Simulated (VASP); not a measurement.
# B32HN32 (a cell with a defect) in VASP: relaxation of the atoms with PBEsol

Aim: the relaxation of the atoms of B32HN32 (a cell with a defect) with PBEsol.

Program: VASP 6.6.1. These are calculated values, not measurements. Logs are shortened: lines on timing, memory, paths and dates and some standing lists are left out, and cuts for length are marked.

## Step 1: The cell of the first run

The cell holds a defect, 65 atoms: a = 7.212 Å, b = 7.212 Å, c = 7.212 Å, α = 90.00°, β = 90.00°, γ = 90.00°.

## Step 2: Relaxation of the atoms, PBEsol

Contents of INCAR:

```
PREC = Accurate
ENCUT = 520
EDIFF = 1E-7
ISMEAR = -1
SIGMA = 0.05
LREAL = Auto
LASPH = T
NELM = 120
ALGO = Normal
ISIF = 2
LWAVE = F
LCHARG = F
GGA = PS
IBRION = 2
NSW = 100
EDIFFG = -0.03
NELECT = 256.0
ISYM = -1
GGA_COMPAT = F
NELMIN = 4
```

Contents of KPOINTS:

```
explicit points
1
Reciprocal
  0.25000000   0.25000000   0.25000000 1
```

Contents of POSCAR:

```
B32HN32
1.0
    7.2115910000      0.0000000000      0.0000000000
    0.0000000000      7.2115910000      0.0000000000
    0.0000000000      0.0000000000      7.2115910000
B N H
32 32 1
Direct
    0.0002140000      0.9988920000      0.9998400000
    0.0042490000      0.9965150000      0.4999250000
    0.0020090000      0.4984990000      0.0016530000
    0.9929110000      0.5029650000      0.5004490000
    0.5019680000      0.9957750000      0.0009040000
    0.4986380000      0.0035680000      0.5002270000
    0.4998570000      0.5008410000      0.0001750000
    0.4776720000      0.4807920000      0.4778180000
    0.2472140000      0.2529710000      0.0002830000
    0.2525370000      0.2484200000      0.4974200000
    0.2515190000      0.7492600000      0.9996920000
    0.2508540000      0.7498070000      0.5005850000
    0.7466760000      0.2501570000      0.9994420000
    0.7515260000      0.2476740000      0.5036380000
    0.7495700000      0.7519140000      0.0002310000
    0.7515860000      0.7503190000      0.4960730000
    0.2468730000      0.9983390000      0.2537910000
    0.2473950000      0.0006210000      0.7508250000
    0.2505900000      0.5015390000      0.2494610000
    0.2538630000      0.5009220000      0.7495440000
    0.7496370000      0.9988440000      0.2510420000
    0.7475000000      0.9990300000      0.7524470000
    0.7532870000      0.5000190000      0.2547680000
    0.7502300000      0.4964030000      0.7509810000
    0.0058830000      0.2546820000      0.2511400000
    0.0014360000      0.2536650000      0.7515590000
    0.9959340000      0.7452890000      0.2456960000
    0.0019370000      0.7528680000      0.7452840000
    0.4986870000      0.2482210000      0.2531400000
    0.4987550000      0.2506380000      0.7509720000
    0.4986760000      0.7504270000      0.2457320000
    0.5026560000      0.7465370000      0.7500730000
    0.1237050000      0.1217900000      0.1210300000
    0.1260630000      0.1213060000      0.6256590000
    0.1239310000      0.6253320000      0.1180970000
    0.1280110000      0.6237580000      0.6225590000
    0.6233880000      0.1278720000      0.1234100000
    0.6242900000      0.1306860000      0.6219310000
    0.6235680000      0.6240740000      0.1246700000
    0.6461860000      0.6456330000      0.6472600000
    0.3728720000      0.3707130000      0.1224090000
    0.3741050000      0.3767590000      0.6243900000
    0.3738380000      0.8729290000      0.1238720000
    0.3719240000      0.8732210000      0.6234640000
    0.8725150000      0.3769510000      0.1219210000
    0.8736770000      0.3730210000      0.6282010000
    0.8797910000      0.8701020000      0.1254070000
    0.8781090000      0.8788540000      0.6193490000
    0.3735840000      0.1240200000      0.3715600000
    0.3715160000      0.1258200000      0.8757740000
    0.3733990000      0.6307090000      0.3809010000
    0.3755900000      0.6243390000      0.8746050000
    0.8712530000      0.1261820000      0.3779620000
    0.8738050000      0.1258040000      0.8766410000
    0.8765770000      0.6289450000      0.3753320000
    0.8749450000      0.6280910000      0.8801320000
    0.1246090000      0.3730960000      0.3788510000
    0.1231640000      0.3746460000      0.8752390000
    0.1297690000      0.8751740000      0.3782900000
    0.1242900000      0.8749400000      0.8755310000
    0.6184740000      0.3743180000      0.3777590000
    0.6191930000      0.3753010000      0.8740060000
    0.6216470000      0.8733550000      0.3739950000
    0.6220590000      0.8734060000      0.8699370000
    0.5585250000      0.5644940000      0.5659660000
```

Potentials or basis: VASP PAW PBE potentials, release 64 (B, N, H).

Started as:

```sh
$ cat potpaw_PBE.64/B/POTCAR potpaw_PBE.64/N/POTCAR potpaw_PBE.64/H/POTCAR > POTCAR
$ mpirun -np 1 vasp_std > vasp.out
```

OUTCAR:

```text
PREC = Accurate
   ENCUT = 520
   EDIFF = 1E-7
   ISMEAR = -1
   LREAL = Auto
   LASPH = T
   NELM = 120
   ISIF = 2
   GGA = PS
   IBRION = 2
   NSW = 100
   EDIFFG = -0.03
   NELECT = 256.0
   ISYM = -1
   NELMIN = 4

 ion  position               nearest neighbor table
   1  0.000  0.999  1.000-  33 1.53  60 1.55  47 1.56  54 1.57
   2  0.004  0.997  0.500-  48 1.51  59 1.53  34 1.55  53 1.60
   3  0.002  0.498  0.002-  35 1.52  58 1.55  45 1.55  56 1.58
   4  0.993  0.503  0.500-  55 1.53  46 1.57  36 1.58  57 1.60
   5  0.502  0.996  0.001-  64 1.56  43 1.56  37 1.57  50 1.61
   6  0.499  0.004  0.500-  49 1.56  38 1.56  63 1.58  44 1.58
[... 56 lines left out ...]
  63  0.622  0.873  0.374-  31 1.56  16 1.56  21 1.57   6 1.58
  64  0.622  0.873  0.870-  32 1.53  22 1.54   5 1.56  15 1.58
  65  0.559  0.564  0.566-  40 1.04   8 1.05

IMPORTANT INFORMATION: All symmetrisations will be switched off!
NOSYMM: (Re-)initialisation of all symmetry stuff for point group C_1.

----------------------------------------------------------------------------------------

                                     Primitive cell

  volume of cell :     375.0535

  direct lattice vectors                    reciprocal lattice vectors
     7.211591000  0.000000000  0.000000000     0.138665656  0.000000000  0.000000000
     0.000000000  7.211591000  0.000000000     0.000000000  0.138665656  0.000000000
     0.000000000  0.000000000  7.211591000     0.000000000  0.000000000  0.138665656

  length of vectors
     7.211591000  7.211591000  7.211591000     0.138665656  0.138665656  0.138665656

  position of ions in fractional coordinates (direct lattice)
     0.000214000  0.998892000  0.999840000
     0.004249000  0.996515000  0.499925000
     0.002009000  0.498499000  0.001653000
     0.992911000  0.502965000  0.500449000
     0.501968000  0.995775000  0.000904000
     0.498638000  0.003568000  0.500227000
[... 57 lines left out ...]
     0.622059000  0.873406000  0.869937000
     0.558525000  0.564494000  0.565966000

  ion indices of the primitive-cell ions
   primitive index   ion index
                 1           1
                 2           2
                 3           3
                 4           4
                 5           5
                 6           6
[... 57 lines left out ...]
                64          64
                65          65

----------------------------------------------------------------------------------------

 KPOINTS: explicit points

Read explicit list of k-points.

 Found      1 k-points:

 Following reciprocal coordinates:
            Coordinates               Weight
  0.250000  0.250000  0.250000      1.000000
   k-points           NKPTS =      1   k-points in BZ     NKDIM =      1   number of bands    NBANDS=    161
   number of dos      NEDOS =    301   number of ions     NIONS =     65
   total plane-waves  NPLWV = 157464
   dimension x,y,z NGX =    54 NGY =   54 NGZ =   54
   dimension x,y,z NGXF=   108 NGYF=  108 NGZF=  108
   ions per type =              32  32   1
   NGX,Y,Z   is equivalent  to a cutoff of  12.45, 12.45, 12.45 a.u.
   NGXF,Y,Z  is equivalent  to a cutoff of  24.90, 24.90, 24.90 a.u.
 SYSTEM =  unknown system
   PREC   = accura    normal or accurate (medium, high low for compatibility)
   ISTART =      0    job   : 0-new  1-cont  2-samecut
   ICHARG =      2    charge: 1-file 2-atom 10-const
   ISPIN  =      1    spin polarized calculation?
   LNONCOLLINEAR =      F non collinear calculations
   LSORBIT =      F    spin-orbit coupling
   LASPH  =      T    aspherical Exc in radial PAW
   ENCUT  =  520.0 eV  38.22 Ry    6.18 a.u.  13.41 13.41 13.41*2*pi/ulx,y,z
   NELM   =    120;   NELMIN=  4; NELMDL= -5     # of ELM steps
   EDIFF  = 0.1E-06   stopping-criterion for ELM
   LREAL  =      T    real-space projection
   EDIFFG = -.3E-01   stopping-criterion for IOM
   NSW    =    100    number of steps for IOM
   IBRION =      2    ionic relax: 0-MD 1-quasi-New 2-CG
   NFREE  =      1    steps in history (QN), initial steepest desc. (CG)
   ISIF   =      2    stress and relaxation
   ISYM   =     -1    0-nonsym 1-usesym 2-fastsym
   POTIM  = 0.5000    time-step for ionic-motion
   TEBEG  =    0.0;   TEEND  =   0.0 temperature during run
   PSTRESS=    0.0 pullay stress
   NELECT =     256.0000    total number of electrons
   NUPDOWN=      -1.0000    fix difference up-down
   EMIN   =  10.00;   EMAX   =-10.00  energy-range for DOS
   EFERMI =   0.00;   METHOD = LEGACY
   ISMEAR =    -1;   SIGMA  =   0.05  broadening in eV -4-tet -1-fermi 0-gaus
   EFERMI_NEDOS =   21; number of points for ismear=-14 and -15
   IALGO  =     38    algorithm
   IMIX   =      4    mixing-type and parameters
     AMIX     =   0.40;   BMIX     =  1.00
     AMIX_MAG =   1.60;   BMIX_MAG =  1.00
  volume/ion in A,a.u.               =       5.77        38.94
  Fermi-wavevector in a.u.,A,eV,Ry     =   1.441420  2.723888 28.268692  2.077690
  Thomas-Fermi vector in A             =   2.560054
   LORBIT       =      0    0 simple, 1 ext, 2 COOP (PROOUT), +10 PAW based schemes
   GGA     = PS    functional components
   LHFCALC =     F    Hartree Fock is set to
   AEXX    =    0.0000 exact exchange contribution
   IVDW    =     0    specifies the selected vdW correction
   LEPSILON=     F    determine dielectric tensor
   LRPA    =     F    only Hartree local field effects (RPA)
 conjugate gradient relaxation of ions
 non-spin polarized calculation
  energy-cutoff  :      520.00
  volume of cell :      375.05
 maximum number of plane-waves:     10107
 NGX is ok and might be reduce to    54
   NGX = 27   NGY = 27   NGZ = 27

--------------------------------------- Ionic step        1  -------------------------------------------

 number of electron     256.0000014 magnetization

 Free energy of the ion-electron system (eV)
  ---------------------------------------------------
  ext. energy  EPLUGINS =         0.00000000
  ---------------------------------------------------
  free energy    TOTEN  =      -593.39799920 eV

  energy without entropy =     -593.39799920  energy(sigma->0) =     -593.39799920

------------------------ aborting loop because EDIFF is reached ----------------------------------------

  FORCE on cell =-STRESS in cart. coord.  units (eV):
  Direction    XX          YY          ZZ          XY          YZ          ZX
  --------------------------------------------------------------------------------------
  -------------------------------------------------------------------------------------
  Total        1.4143342      1.7123196      1.8229947      3.6503103      4.9895384      3.1442663
  in kB        6.0418418      7.3147946      7.7875834     15.5936257     21.3146245     13.4318750
  external PRESSURE =       7.0480733 kB  Pullay stress =       0.0000000 kB
[... 278 lines left out ...]
  FREE ENERGIE OF THE ION-ELECTRON SYSTEM (eV)
  ---------------------------------------------------
  free  energy   TOTEN  =      -595.5251410705 eV

  energy  without entropy=     -595.5251410705  energy(sigma->0) =     -595.52514107

[... ionic steps 4 to 92 ...]

--------------------------------------- Ionic step       93  -------------------------------------------

 number of electron     256.0000063 magnetization

------------------------ aborting loop because EDIFF is reached ----------------------------------------

  FORCE on cell =-STRESS in cart. coord.  units (eV):
  Direction    XX          YY          ZZ          XY          YZ          ZX
  --------------------------------------------------------------------------------------
  -------------------------------------------------------------------------------------
  Total       -3.3239795     -3.4653054     -0.3834757     -0.5904016      2.2298074      2.3562525
  in kB      -14.1995852    -14.8033099     -1.6381556     -2.5221146      9.5254319     10.0655880
  external PRESSURE =     -10.2136836 kB  Pullay stress =       0.0000000 kB
[... 183 lines left out ...]
  energy  without entropy=     -596.3038543329  energy(sigma->0) =     -596.30385433

--------------------------------------- Ionic step       95  -------------------------------------------

 number of electron     256.0000063 magnetization

 Free energy of the ion-electron system (eV)
  ---------------------------------------------------
  ext. energy  EPLUGINS =         0.00000000
  ---------------------------------------------------
  free energy    TOTEN  =      -596.30393777 eV

  energy without entropy =     -596.30393777  energy(sigma->0) =     -596.30393777

 E-fermi :   8.2839     XC(G=0): -13.0513

 val. band max:        7.0588710919   @ k =   0.2500   0.2500   0.2500
 cond. band min:      11.7814187076   @ k =   0.2500   0.2500   0.2500
 fundamental gap:      4.7225476157
 Fermi energy:         8.2839096434

 k-point     1 :       0.2500    0.2500    0.2500
  band No.  band energies     occupation
      1     -12.6453      2.00000
      2     -11.8560      2.00000
      3     -11.4595      2.00000
      4     -11.4566      2.00000
      5     -10.7863      2.00000
      6     -10.5239      2.00000
[... 132 lines left out ...]
    139      15.7112      0.00000
    140      15.7264      0.00000
 [bands above 140 left out]

------------------------ aborting loop because EDIFF is reached ----------------------------------------

  FORCE on cell =-STRESS in cart. coord.  units (eV):
  Direction    XX          YY          ZZ          XY          YZ          ZX
  --------------------------------------------------------------------------------------
  -------------------------------------------------------------------------------------
  Total       -3.3051680     -3.4390012     -0.3599355     -0.5634055      2.2549992      2.3790228
  in kB      -14.1192249    -14.6909419     -1.5375953     -2.4067909      9.6330477     10.1628597
  external PRESSURE =     -10.1159207 kB  Pullay stress =       0.0000000 kB
[... 80 lines left out ...]
  FREE ENERGIE OF THE ION-ELECTRON SYSTEM (eV)
  ---------------------------------------------------
  free  energy   TOTEN  =      -596.3039377674 eV

  energy  without entropy=     -596.3039377673  energy(sigma->0) =     -596.30393777

 reached required accuracy - stopping structural energy minimisation
```

It took 63 min on 1 thread of Intel Xeon 6975P-C (Granite Rapids), shared host; peak memory 0.46 GiB.

Results:

```yaml
Free_energy: -596.3039 eV
Energy_gained_by_relaxing: 44.7 meV/atom
Ionic_steps: 95
Largest_force_after_relaxing: 0.025 eV/Å
```

Forces in eV/Å, atoms in the order of the input:
```
B    0.000 -0.003  0.000
B   -0.001 -0.002  0.000
B    0.006 -0.003  0.004
B   -0.003 -0.001 -0.006
B   -0.005  0.001  0.001
B    0.001 -0.002  0.000
B    0.001  0.000 -0.002
B   -0.005 -0.011 -0.001
B   -0.001 -0.002  0.003
B   -0.001  0.000  0.002
B    0.000  0.000  0.002
B   -0.002  0.001 -0.006
B   -0.002  0.000  0.000
B    0.003  0.000  0.004
B    0.000  0.001  0.001
B   -0.004 -0.002  0.003
B    0.006  0.003  0.003
B    0.000  0.001 -0.001
B   -0.001 -0.002  0.000
B   -0.006 -0.001  0.001
B   -0.001 -0.004 -0.003
B    0.002 -0.001 -0.001
B    0.000  0.005  0.000
B   -0.002  0.006  0.001
B   -0.003 -0.003 -0.002
B    0.004  0.000  0.000
B    0.003  0.001  0.001
B    0.006  0.002 -0.001
B    0.002 -0.001  0.001
B    0.006  0.006 -0.002
B   -0.001 -0.001  0.003
B    0.002  0.004  0.008
N   -0.004 -0.002 -0.002
N   -0.001 -0.001 -0.002
N    0.005  0.000  0.002
N    0.001 -0.001 -0.001
N   -0.002 -0.001 -0.003
N    0.000  0.000  0.002
N   -0.001  0.000  0.000
N    0.004  0.006  0.008
N    0.002 -0.002 -0.006
N   -0.001 -0.001 -0.001
N    0.002 -0.001 -0.002
N   -0.001 -0.002 -0.003
N   -0.001 -0.003 -0.003
N    0.000  0.001  0.000
N   -0.003  0.000 -0.001
N    0.003  0.001  0.001
N    0.003  0.001  0.002
N   -0.001  0.001 -0.001
N   -0.003 -0.001  0.000
N   -0.002 -0.001 -0.001
N   -0.003  0.001 -0.003
N    0.000 -0.001  0.001
N    0.002 -0.001 -0.002
N    0.003 -0.001  0.001
N   -0.002 -0.002 -0.002
N    0.000 -0.004  0.003
N    0.002  0.000  0.000
N    0.003  0.001  0.002
N    0.000  0.001  0.000
N    0.000 -0.001  0.001
N    0.000  0.001  0.000
N    0.002 -0.001  0.002
H   -0.011  0.022 -0.005
```

Step by step:
| step | energy change (eV) | largest force (eV/Å) | pressure (GPa) |
| --- | --- | --- | --- |
| 1 | 0.0000 | 8.5285 | 0.70 |
| 4 | -2.1387 | 5.3620 | 0.26 |
| 7 | -2.6900 | 0.7318 | -0.09 |
| 10 | -2.7698 | 0.6834 | -0.09 |
| 13 | -2.7936 | 0.1275 | -0.12 |
| 16 | -2.7968 | 0.1064 | -0.12 |
| 19 | -2.7977 | 0.0879 | -0.11 |
| 22 | -2.7981 | 0.0803 | -0.12 |
| 25 | -2.7992 | 0.1141 | -0.13 |
| 28 | -2.8003 | 0.3150 | -0.15 |
| 31 | -2.8013 | 0.3115 | -0.16 |
| 34 | -2.8059 | 0.4864 | -0.23 |
| 37 | -2.8071 | 0.7159 | -0.39 |
| 40 | -2.8225 | 0.3529 | -0.30 |
| 43 | -2.8283 | 0.3463 | -0.30 |
| 46 | -2.8368 | 0.2105 | -0.35 |
| 49 | -2.8415 | 0.1893 | -0.38 |
| 52 | -2.8468 | 0.1837 | -0.42 |
| 55 | -2.8527 | 0.2580 | -0.51 |
| 58 | -2.8628 | 0.3096 | -0.65 |
| 61 | -2.8688 | 0.2617 | -0.73 |
| 64 | -2.8796 | 0.2315 | -0.93 |
| 67 | -2.8859 | 0.1869 | -1.00 |
| 70 | -2.8933 | 0.1618 | -1.10 |
| 73 | -2.8967 | 0.1317 | -1.14 |
| 76 | -2.9003 | 0.0946 | -1.18 |
| 79 | -2.9026 | 0.0692 | -1.17 |
| 82 | -2.9032 | 0.0731 | -1.16 |
| 85 | -2.9045 | 0.0507 | -1.11 |
| 88 | -2.9054 | 0.0433 | -1.05 |
| 91 | -2.9057 | 0.0337 | -1.03 |
| 94 | -2.9059 | 0.0322 | -1.02 |
| 95 | -2.9059 | 0.0250 | -1.01 |

Final structure:
```cif
data_structure
_symmetry_space_group_name_H-M 'P 1'
_symmetry_Int_Tables_number 1
_cell_length_a 7.2116
_cell_length_b 7.2116
_cell_length_c 7.2116
_cell_angle_alpha 90.000
_cell_angle_beta 90.000
_cell_angle_gamma 90.000
_cell_volume 375.05
loop_
_atom_site_label
_atom_site_type_symbol
_atom_site_fract_x
_atom_site_fract_y
_atom_site_fract_z
_atom_site_occupancy
B1 B 0.00019 0.00076 0.99910 1
B2 B 0.99938 0.99996 0.49890 1
B3 B 0.00144 0.50048 0.00015 1
B4 B 0.99940 0.50036 0.49879 1
B5 B 0.49994 0.00192 0.00010 1
B6 B 0.49978 0.99987 0.49874 1
B7 B 0.50015 0.50071 0.99875 1
B8 B 0.47445 0.47532 0.46470 1
B9 B 0.24936 0.24994 0.99760 1
B10 B 0.24496 0.24546 0.49543 1
B11 B 0.24962 0.75104 0.99901 1
B12 B 0.24913 0.75049 0.50026 1
B13 B 0.75053 0.25014 0.99907 1
B14 B 0.74983 0.24974 0.50021 1
B15 B 0.75140 0.75199 0.00104 1
B16 B 0.75173 0.75211 0.49691 1
B17 B 0.24890 0.99918 0.24808 1
B18 B 0.24985 0.00074 0.74902 1
B19 B 0.24540 0.49844 0.24418 1
B20 B 0.24796 0.50202 0.74865 1
B21 B 0.75005 0.00040 0.24941 1
B22 B 0.75086 0.00174 0.74984 1
B23 B 0.75025 0.50118 0.24685 1
B24 B 0.75980 0.50136 0.75756 1
B25 B 0.99868 0.24955 0.24814 1
B26 B 0.00022 0.25038 0.74900 1
B27 B 0.99980 0.75058 0.24936 1
B28 B 0.00121 0.75147 0.74986 1
B29 B 0.49781 0.24594 0.24416 1
B30 B 0.50141 0.24836 0.74870 1
B31 B 0.50067 0.75086 0.24682 1
B32 B 0.50078 0.75980 0.75717 1
N1 N 0.12497 0.12555 0.12383 1
N2 N 0.12451 0.12505 0.62401 1
N3 N 0.12499 0.62582 0.12414 1
N4 N 0.12510 0.62590 0.62400 1
N5 N 0.62527 0.12553 0.12416 1
N6 N 0.62530 0.12565 0.62396 1
N7 N 0.62541 0.62596 0.12373 1
N8 N 0.63773 0.63816 0.64220 1
N9 N 0.37439 0.37498 0.12252 1
N10 N 0.37314 0.37371 0.62059 1
N11 N 0.37510 0.87562 0.12404 1
N12 N 0.37622 0.87575 0.62479 1
N13 N 0.87508 0.37568 0.12408 1
N14 N 0.87523 0.37680 0.62481 1
N15 N 0.87576 0.87633 0.12544 1
N16 N 0.87526 0.87582 0.62476 1
N17 N 0.37424 0.12411 0.37297 1
N18 N 0.37548 0.12640 0.87346 1
N19 N 0.37326 0.62486 0.37094 1
N20 N 0.37595 0.62657 0.87392 1
N21 N 0.87441 0.12590 0.37475 1
N22 N 0.87578 0.12634 0.87426 1
N23 N 0.87409 0.62507 0.37451 1
N24 N 0.87945 0.62703 0.87831 1
N25 N 0.12364 0.37485 0.37303 1
N26 N 0.12587 0.37605 0.87342 1
N27 N 0.12526 0.87496 0.37471 1
N28 N 0.12578 0.87634 0.87426 1
N29 N 0.62411 0.37387 0.37092 1
N30 N 0.62611 0.37648 0.87398 1
N31 N 0.62458 0.87459 0.37453 1
N32 N 0.62640 0.87985 0.87814 1
H1 H 0.53789 0.53412 0.63814 1
```

Levels at points of the mesh, in eV from the Fermi level:
| k point | band 124 | band 125 | band 126 | band 127 | band 128 | band 129 | band 130 | band 131 | band 132 | band 133 |
| --- | --- | --- | --- | --- | --- | --- | --- | --- | --- | --- |
| (0.25, 0.25, 0.25) | -2.08 | -2.06 | -1.98 | -1.23 | -1.23 | 3.50 | 4.68 | 4.69 | 5.05 | 5.93 |

Caveat: the cell carries a net charge on a neutralising background, which shifts energy and pressure; the cell is charged against a uniform background, so pressure and absolute levels hang on convention; the PAW data sets were made with another functional, which shifts forces and pressure a little.
